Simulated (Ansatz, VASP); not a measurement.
## EuMg2Fe: VASP beside Ansatz

```xyz
4
Lattice="4.8418 0.0000 0.0000 -2.4209 4.1931 0.0000 0.0000 0.0000 5.1378" Properties=species:S:1:pos:R:3 pbc="T T T"
Eu    0.0000    0.0000    2.5689
Fe    0.0000    0.0000    0.0000
Mg    0.0000    2.7954    0.1108
Mg    2.4209    1.3977    5.0271
```

Alike in both runs: task single point; functional PBE; k mesh 6 × 6 × 5; occupations gaussian, width 0.02 eV; collinear spin, ferromagnetic start.

```csv
,VASP,Ansatz
version,VASP 6.6.1,Ansatz 0.2.0
potentials or method,"VASP PAW PBE potentials, release 64 (Eu, Fe_pv, Mg_pv)",Ansatz PAW
plane-wave cutoff (eV),520,420
valence electrons in the cell,47,53
```

|  | VASP | Ansatz | Ansatz less VASP |
| --- | --- | --- | --- |
| gap on the k mesh at the Fermi level (eV) | none | none | - |
| pressure (GPa) | -2.2 | -0.2 | +1.92 |
| traceless stress, the component that is largest in VASP (GPa) | -0.40 | -1.21 | -0.815 |
| rms of the force components (eV/Å) | 0.025 | 0.022 | -0.0032 |
| net moment per atom (μB) | 1.99 | 1.31 | -0.674 |
| size of the moment on the site where the two differ most (μB) | 1.07 | 2.01 | +0.930 |

The net moments are unlike, so the other rows may belong to different states. Site moments also hang on the region over which each program counts them. Atom by atom the forces differ by 0.015 eV/Å (rms over components). A gap of «none» marks a metal or a gap that the smearing closes. VASP's potentials hold 47 valence electrons a cell and Ansatz's 53, so a difference there can come from the potentials and not from the codes.

Neither program's run includes spin-orbit coupling.
